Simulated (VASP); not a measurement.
**H12CO5: single point with PBE+D3(BJ)**

The system is H12CO5.

```
O H C
1.0
     5.70268    0.00000    0.00000
     0.00000    5.73981    0.00000
     0.00000    0.00000    5.74349
O H C
5 12 1
Cartesian
  1.4871 5.4674 4.0655
  4.8200 2.7745 2.9586
  3.4715 2.7534 5.5981
  2.0215 1.9945 2.2211
  4.9331 5.8337 -0.0974
  2.3865 5.5491 4.5770
  1.1639 6.4029 4.0868
  5.6292 2.6150 3.4763
  5.2374 3.0135 2.0938
  4.0785 2.8354 4.6851
  2.7898 2.1877 5.1248
  2.6766 2.1941 1.4758
  1.9690 1.0223 2.3448
  5.9649 4.7914 1.2224
  4.6274 6.8268 0.0117
  6.2635 6.3565 1.2545
  4.7350 5.4976 1.9322
  5.3656 5.6197 1.1181
```

```yaml
Program: VASP 6.6.1
Task: single point
Functional: PBE
Dispersion: D3(BJ)
Potentials_or_basis: VASP PAW PBE potentials, release 64 (O, H, C)
Cutoff: 520 eV
k_mesh: 1 × 1 × 1
Occupations: fermi-dirac, width 0.02 eV
Spin: no spin polarisation
Dipole_correction: no
Further_INCAR_settings: LREAL = Auto; ALGO = Normal; EDIFF = 1e-06; NBANDS = 38
```

```json
{"Pressure": "-0.1 GPa", "Largest force": "6.240 eV/Å", "Band gap on the k mesh": "3.24 eV", "Dispersion energy per atom": "-0.033 eV"}
```

Forces in eV/Å, atoms in the order of the input:
```
O    2.265  1.075  0.926
O    0.702  0.049 -0.034
O    1.180 -0.991 -3.838
O    0.528  0.175 -0.874
O   -3.712  3.428 -3.662
H   -1.811 -0.472 -1.174
H   -0.088 -0.888  0.129
H    0.201  0.063 -0.111
H   -0.534 -0.003  0.518
H   -1.673  0.472  2.573
H    0.346  0.664  0.742
H   -0.821 -0.388  1.349
H    0.364  0.237 -0.214
H    1.385 -3.056 -0.538
H    0.077 -2.072 -1.066
H   -1.541 -0.422  0.868
H   -2.005  0.625  1.840
C    5.137  1.503  2.566
```

Stress tensor (GPa, compression positive):
```
-0.29 -2.42  2.60
-2.42 -0.84 -0.66
 2.60 -0.66  0.93
```

Levels at points of the mesh, in eV from the valence-band top:
```tsv
k point	band 21	band 22	band 23	band 24	band 25	band 26
(0.00, 0.00, 0.00)	-1.25	-0.93	0.00	3.24	6.21	6.83
```

Run time: 12 s on 1 thread of AMD EPYC 9R45 96-Core Processor (Zen 5), on a shared host, peak memory 0.24 GiB.

Caveat: the k points lie up to 1.10 Å⁻¹ apart.
